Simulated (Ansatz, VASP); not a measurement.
# BAs in VASP and in Ansatz

```
CELL_PARAMETERS angstrom
0.00000 2.37428 2.48192
2.37428 0.00000 2.48192
2.37428 2.37428 0.00000
ATOMIC_POSITIONS crystal
B 0.75000 0.75000 0.75000
As 0.00000 0.00000 0.00000
```

Change from the starting cell: z stretched by +3 % at fixed volume, PAW files.

Alike in both runs: task electric field gradients; functional LDA; k mesh 11 × 11 × 11; occupations fermi-dirac, width 0.01 eV; no spin polarisation.

|  | VASP | Ansatz |
| --- | --- | --- |
| version | VASP 6.6.1 | Ansatz 0.2.0 |
| potentials or method | VASP PAW LDA potentials, release 64 (B, As) | PAW with Ansatz's default frozen-core files, scalar-relativistic |
| plane-wave cutoff (eV) | 520 | 420 |
| valence electrons in the cell | 8 | 18 |

|  | VASP | Ansatz | Ansatz less VASP |
| --- | --- | --- | --- |
| gap on the k mesh at the Fermi level (eV) | 0.85 | 0.85 | +0.007 |
| pressure (GPa) | -6.5 | -7.2 | -0.74 |
| traceless stress, the component that is largest in VASP (GPa) | -6.37 | -6.40 | -0.027 |
| size of Vzz on the site where it differs most (V/Å²) | 6.6 | 6.1 | -0.50 |

LDA's correlation is that of Perdew and Zunger in VASP and of Perdew and Wang (1992) in Ansatz. VASP's potentials hold 8 valence electrons a cell and Ansatz's 18, so a difference there can come from the potentials and not from the codes.
